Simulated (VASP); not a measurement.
Input of a VASP 6.6.1 run:

The input INCAR:

```
ALGO = Normal
EDIFF = 1E-6
ENCUT = 600
GGA = PE
GGA_COMPAT = F
ISIF = 2
ISMEAR = 0
LASPH = T
LCHARG = F
LREAL = F
LWAVE = F
NBANDS = 48
NELM = 120
PREC = Accurate
SIGMA = 0.1
```

File KPOINTS:

```
k-points
0
Gamma
  6 6 2
```

POSCAR

```
CdHg2O3
1.0
    3.0880853000     -1.7936489000      0.0000000000
    3.0880853000      1.7936489000      0.0000000000
   -1.9444395000      0.0000000000      9.1309640000
Cd Hg O
1 2 3
Direct
    0.1812460000      0.8187540000      0.0000000000
    0.7827980000      0.9234460000      0.3228190000
    0.0765540000      0.2172020000      0.6771810000
    0.4489320000      0.1169310000      0.8713000000
    0.8830690000      0.5510680000      0.1287000000
    0.6274010000      0.3725990000      0.5000000000
```

Potentials or basis: VASP PAW PBE potentials, release 64 (Cd_sv_GW, Hg_sv_GW, O).

Run with:

```console
$ cat potpaw_PBE.64/Cd_sv_GW/POTCAR potpaw_PBE.64/Hg_sv_GW/POTCAR potpaw_PBE.64/O/POTCAR > POTCAR
$ mpirun -np 1 vasp_std > vasp.out
```

Question: Estimate the pressure.

Answer: -0.1 GPa.

Question: What does it give for the band gap on the k mesh?

Answer: 0.86 eV, indirect (least direct gap 1.03 eV).

Forces in eV/Å, atoms in the order of the input:
```
Cd   0.000  0.005  0.000
Hg  -0.004 -0.002  0.003
Hg   0.004 -0.002 -0.003
O    0.014 -0.022  0.037
O   -0.014 -0.022 -0.037
O    0.000  0.044  0.000
```

Caveat: spin-orbit coupling is left out, which moves the levels of the heavy elements. A k mesh can miss the band edges.
